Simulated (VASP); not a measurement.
BAs, 2 atoms in the cell. Symmetry: I-4m2, No. 119, tetragonal system. Conventional cell: a = 3.467 Å, b = 3.467 Å, c = 4.729 Å, α = 90.00°, β = 90.00°, γ = 90.00°. Within 2.8 Å of B (site symmetry -4m2) lie 4 As at 2.10 Å. As (site symmetry -4m2) has 4 B at 2.10 Å within 2.8 Å.  This cell differs from its parent crystal: epitaxial xy strain +2.5%.

| Property | Result |
| --- | --- |
| Program | VASP 6.6.1 |
| Task | single point |
| Functional | HSE06 |
| Potentials or basis | VASP PAW PBE potentials, release 64 (B, As) |
| Cutoff | 520 eV |
| k mesh | 6 × 6 × 6 |
| Occupations | gaussian, width 0.01 eV |
| Spin | no spin polarisation |
| Dipole correction | no |
| Grid for exact exchange (PRECFOCK) | Normal |
| Further INCAR settings | ALGO = Normal; EDIFF = 1e-06; NBANDS = 11 |
| Screening parameter | 0.2079 1/Å |

Potentials or basis: VASP PAW PBE potentials, release 64 (B, As).

Launch:

```bash
$ cat potpaw_PBE.64/B/POTCAR potpaw_PBE.64/As/POTCAR > POTCAR
$ cp INCAR.step1 INCAR
$ mpirun -np 1 vasp_std > vasp.out
$ cp INCAR.step2 INCAR
$ mpirun -np 1 vasp_std > vasp.out
```

Hardware: 1 thread of Intel(R) Xeon(R) 6975P-C (Granite Rapids) (shared host).

Q: Estimate the wall time of this run.

A: Run time: 6.8 min on 1 thread of Intel(R) Xeon(R) 6975P-C (Granite Rapids), with other jobs on the host, peak memory 0.27 GiB. Counts: k points 30.
